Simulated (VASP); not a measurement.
# AlN: single point with LDA

AlN:

```xyz
4
Lattice="0.0000 -2.0055 -2.0055 0.0000 2.0055 -2.0055 4.0110 0.0000 0.0000" Properties=species:S:1:pos:R:3 pbc="T T T"
Al    0.0000   -0.0896   -2.0055
Al    2.0055    0.0896    0.0000
N     2.0055    0.0367   -2.0055
N     0.0000    1.9688   -2.0055
```

| Item | Value |
| --- | --- |
| Program | VASP 6.6.1 |
| Task | single point |
| Functional | LDA |
| Potentials or basis | VASP PAW LDA potentials, release 64 (Al, N) |
| Cutoff | 520 eV |
| k mesh | 8 × 8 × 6 |
| Occupations | gaussian, width 0.05 eV |
| Spin | no spin polarisation |
| Dipole correction | no |
| Further INCAR settings | ALGO = Normal; EDIFF = 1e-06; NBANDS = 16 |

- Pressure: 1.4 GPa
- Largest force: 1.022 eV/Å
- Band gap on the k mesh: 4.64 eV, indirect (least direct gap 4.70 eV)

Forces in eV/Å, atoms in the order of the input:
```
Al   0.000  1.022  0.000
Al   0.000 -1.022  0.000
N    0.000 -0.187  0.000
N    0.000  0.187  0.000
```

Stress tensor (GPa, compression positive):
```
1.69 0.00 0.00
0.00 2.34 0.00
0.00 0.00 0.07
```

Levels at points of the mesh, in eV from the valence-band top:
```
           k point  band 6  band 7  band 8  band 9  band 10  band 11
(0.00, 0.00, 0.00)   -0.05   -0.02    0.00    4.70     5.15     6.07
(0.50, 0.00, 0.00)   -4.26   -1.22   -1.15    8.22     8.58    10.14
(0.50, 0.50, 0.00)   -2.89   -2.88   -2.87    4.64     4.68     5.08
(0.00, 0.00, 0.50)   -1.69   -1.69   -1.69    7.33     7.33     7.89
(0.50, 0.00, 0.50)   -1.14   -1.12   -1.12    6.23     6.23    10.94
(0.50, 0.50, 0.50)   -5.87   -4.01   -4.01    8.13     8.13    10.67
```

Run time: 10 s on 1 thread of Intel(R) Xeon(R) 6975P-C (Granite Rapids), with other jobs on the host, peak memory 0.15 GiB.

Caveat: forces of over 1 eV/Å act on the atoms, so gaps and moduli don't describe the material at rest. A k mesh can miss the band edges.
